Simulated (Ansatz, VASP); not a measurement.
# Two plane-wave programs on MgO

```
CELL_PARAMETERS angstrom
0.00000 2.10217 2.01808
2.10217 0.00000 2.01808
2.10217 2.10217 0.00000
ATOMIC_POSITIONS crystal
Mg 0.00000 0.00000 0.00000
O 0.50000 0.50000 0.50000
```

Change from the starting cell: uniaxial_z strain -4.0%.

Alike in both runs: task single point; functional PBE; k mesh 10 × 10 × 10; occupations fermi-dirac, width 0.02 eV; no spin polarisation.

```csv
,VASP,Ansatz
version,VASP 6.6.1,Ansatz 0.2.0
potentials or method,"VASP PAW PBE potentials, release 64 (Mg, O)","plane waves, PAW"
plane-wave cutoff (eV),520,420
valence electrons in the cell,8,16
```

```csv
,VASP,Ansatz,Ansatz less VASP
gap on the k mesh at the Fermi level (eV),5.15,5.16,+0.015
pressure (GPa),13.2,13.9,+0.70
"traceless stress, the component that is largest in VASP (GPa)",7.99,7.92,-0.069
```

With one functional, cell and mesh, what is left measures potentials, basis and numerics. VASP's potentials hold 8 valence electrons a cell and Ansatz's 16, so a difference there can come from the potentials and not from the codes.
